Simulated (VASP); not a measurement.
# BaTiO3 (Pm-3m) in VASP: a series of runs, part 2 of 2

VASP 6.6.1. Earlier steps stand in the parts before.

### Step 4. Single point, PBEsol

Contents of INCAR:

```
PREC = Accurate
ENCUT = 520
EDIFF = 1E-6
ISMEAR = 0
SIGMA = 0.01
LREAL = F
LASPH = T
NELM = 80
ALGO = Normal
ISIF = 2
LWAVE = F
LCHARG = T
GGA = PS
LELF = T
LVHAR = T
NBANDS = 28
```

Contents of KPOINTS:

```
Automatic mesh
0
Gamma
  4 4 4
```

Contents of POSCAR:

```
BaTiO3
1.0
    4.0060000000      0.0000000000      0.0000000000
    0.0000000000      4.0060000000      0.0000000000
    0.0000000000      0.0000000000      4.0060000000
Ba Ti O
1 1 3
Direct
    0.5000000000      0.5000000000      0.5000000000
    0.0000000000      0.0000000000      0.0000000000
    0.5000000000      0.0000000000      0.0000000000
    0.0000000000      0.5000000000      0.0000000000
    0.0000000000      0.0000000000      0.5000000000
```

Potentials or basis: VASP PAW PBE potentials, release 64 (Ba_sv, Ti_sv, O).

The run is started by

```bash
$ cat potpaw_PBE.64/Ba_sv/POTCAR potpaw_PBE.64/Ti_sv/POTCAR potpaw_PBE.64/O/POTCAR > POTCAR
$ mpirun -np 1 vasp_std > vasp.out
```

OUTCAR:

```text
PREC = Accurate
   ENCUT = 520
   EDIFF = 1E-6
   ISMEAR = 0
   LREAL = F
   LASPH = T
   NELM = 80
   ISIF = 2
   GGA = PS

 ion  position               nearest neighbor table
   1  0.500  0.500  0.500-   3 2.83   4 2.83   5 2.83   3 2.83   4 2.83   3 2.83   5 2.83   3 2.83
                             4 2.83   5 2.83   4 2.83   5 2.83   2 3.47   2 3.47   2 3.47   2 3.47
   2  0.000  0.000  0.000-   3 2.00   4 2.00   5 2.00   5 2.00   4 2.00   3 2.00   1 3.47   1 3.47
                             1 3.47   1 3.47   1 3.47   1 3.47   1 3.47   1 3.47
   3  0.500  0.000  0.000-   2 2.00   2 2.00   1 2.83   1 2.83   1 2.83   1 2.83
   4  0.000  0.500  0.000-   2 2.00   2 2.00   1 2.83   1 2.83   1 2.83   1 2.83
   5  0.000  0.000  0.500-   2 2.00   2 2.00   1 2.83   1 2.83   1 2.83   1 2.83

  LATTYP: Found a simple cubic cell.
 ALAT       =     4.0060000000

  Lattice vectors:

 A1 = (   4.0060000000,   0.0000000000,   0.0000000000)
 A2 = (   0.0000000000,   4.0060000000,   0.0000000000)
 A3 = (   0.0000000000,   0.0000000000,   4.0060000000)

Analysis of symmetry for initial positions (statically):
=====================================================================
[... 167 lines left out ...]
 cond. band min:       5.3489740102   @ k =   0.0000   0.0000   0.0000
 fundamental gap:      1.6736860448
 Fermi energy:         3.7603390997

 k-point     1 :       0.0000    0.0000    0.0000
  band No.  band energies     occupation
      1     -52.7349      2.00000
      2     -29.0555      2.00000
      3     -29.0555      2.00000
      4     -29.0555      2.00000
      5     -21.0921      2.00000
      6     -13.1348      2.00000
[... 299 lines left out ...]
     27      11.3490      0.00000
     28      11.3490      0.00000

------------------------ aborting loop because EDIFF is reached ----------------------------------------

  FORCE on cell =-STRESS in cart. coord.  units (eV):
  Direction    XX          YY          ZZ          XY          YZ          ZX
  --------------------------------------------------------------------------------------
  -------------------------------------------------------------------------------------
  Total       -1.0906665     -1.0906665     -1.0906665      0.0000000      0.0000000     -0.0000000
  in kB      -27.1812685    -27.1812685    -27.1812685      0.0000000      0.0000000     -0.0000000
  external PRESSURE =     -27.1812685 kB  Pullay stress =       0.0000000 kB

 VOLUME and BASIS-vectors are now :
 -----------------------------------------------------------------------------
  energy-cutoff  :      520.00
  volume of cell :       64.29
      direct lattice vectors                 reciprocal lattice vectors
     4.006000000  0.000000000  0.000000000     0.249625562  0.000000000  0.000000000
     0.000000000  4.006000000  0.000000000     0.000000000  0.249625562  0.000000000
     0.000000000  0.000000000  4.006000000     0.000000000  0.000000000  0.249625562

 POSITION                                       TOTAL-FORCE (eV/Angst)
 -----------------------------------------------------------------------------------
      2.00300      2.00300      2.00300         0.000000      0.000000      0.000000
      0.00000      0.00000      0.00000         0.000000      0.000000      0.000000
      2.00300      0.00000      0.00000         0.000000      0.000000      0.000000
      0.00000      2.00300      0.00000         0.000000      0.000000      0.000000
      0.00000      0.00000      2.00300         0.000000      0.000000      0.000000
 -----------------------------------------------------------------------------------
    total drift:                               -0.000000     -0.000000      0.000000

  FREE ENERGIE OF THE ION-ELECTRON SYSTEM (eV)
  ---------------------------------------------------
  free  energy   TOTEN  =       -41.9562354741 eV

  energy  without entropy=      -41.9562354741  energy(sigma->0) =      -41.95623547
```

stdout:

```text
POSCAR found type information on POSCAR BaTiO
 POSCAR found :  3 types and       5 ions
 scaLAPACK will be used
 -----------------------------------------------------------------------------
|                                                                             |
|                                                                             |
|     You enforced a specific xc type in the INCAR file but a different       |
|     I HOPE YOU KNOW WHAT YOU ARE DOING!                                     |
|                                                                             |
 -----------------------------------------------------------------------------

 LDA part: xc-table for (Slater+PW92), standard interpolation
 POSCAR, INCAR and KPOINTS ok, starting setup
 FFT: planning ... GRIDC
 FFT: planning ... GRID_SOFT
 FFT: planning ... GRID
 WAVECAR not read
 entering main loop
```

It took 12 s on 1 thread of AMD EPYC 9R45 (Zen 5), shared host; peak memory 0.15 GiB.

Results:

```
Free energy            : -41.9562 eV
Pressure               : -2.7 GPa
Band gap on the k mesh : 1.67 eV, indirect (least direct gap 1.82 eV)
```

Levels at points of the mesh, in eV from the valence-band top:
```csv
k point,band 18,band 19,band 20,band 21,band 22,band 23
"(0.00, 0.00, 0.00)",-0.15,-0.15,-0.15,1.67,1.67,1.67
"(0.50, 0.00, 0.00)",-1.86,-0.72,-0.72,1.84,3.46,3.46
"(0.50, 0.50, 0.00)",-0.88,-0.88,-0.09,3.46,3.46,3.87
"(0.50, 0.50, 0.50)",0.00,0.00,0.00,4.13,4.13,4.13
```

Caveat: the PAW data sets were made with another functional, which shifts forces and pressure a little; spin-orbit coupling is left out, which moves the levels of the heavy elements.

### Step 5. Single point, PBEsol

Contents of INCAR:

```
  ALGO = Normal
  EDIFF = 1E-6
  ENCUT = 520
  GGA = PS
  ISIF = 2
  ISMEAR = 0
  LASPH = True
  LCHARG = False
  LREAL = False
  LWAVE = False
  NBANDS = 28
  NELM = 80
  PREC = Accurate
  SIGMA = 0.01
```

Contents of KPOINTS:

```
k-points
0
Gamma
  5 5 5
```

POSCAR is that of step 4.

The run is started by

```bash
$ cat potpaw_PBE.64/Ba_sv/POTCAR potpaw_PBE.64/Ti_sv/POTCAR potpaw_PBE.64/O/POTCAR > POTCAR
$ mpirun -np 1 vasp_std > vasp.out
```

Run time: 12 s. Hardware: 1 thread of AMD EPYC 9R45 (Zen 5), shared host; peak memory 0.14 GiB.

It converged, with:

| Quantity | Value |
| --- | --- |
| Free energy | -41.9706 eV |
| Pressure | -2.8 GPa |
| Band gap on the k mesh | 1.81 eV, indirect (least direct gap 1.84 eV) |

Levels at points of the mesh, in eV from the valence-band top:
```
           k point  band 18  band 19  band 20  band 21  band 22  band 23
(0.00, 0.00, 0.00)    -0.03    -0.03    -0.03     1.81     1.81     1.81
```

Caveat: the PAW data sets were made with another functional, which shifts forces and pressure a little; spin-orbit coupling is left out, which moves the levels of the heavy elements.

### Step 6. Overview

| k mesh | gap on the mesh (eV) | pressure (GPa) |
| --- | --- | --- |
| 2 × 2 × 2 | 1.31 | -0.3 |
| 3 × 3 × 3 | 1.76 | -2.5 |
| 4 × 4 × 4 | 1.67 | -2.7 |
| 5 × 5 × 5 | 1.81 | -2.8 |

Alike in all rows: task single point; level PBEsol; potentials or basis VASP PAW PBE potentials, release 64 (Ba_sv, Ti_sv, O); no spin polarisation; cell as given; cutoff (eV) 520; smearing gaussian 0.01 eV.

Caveats: some runs use coarse meshes; the PAW data sets were made with another functional, which shifts forces and pressure a little; spin-orbit coupling is left out, which moves the levels of the heavy elements.

Absolute energies hang on the potentials; compare differences alone.
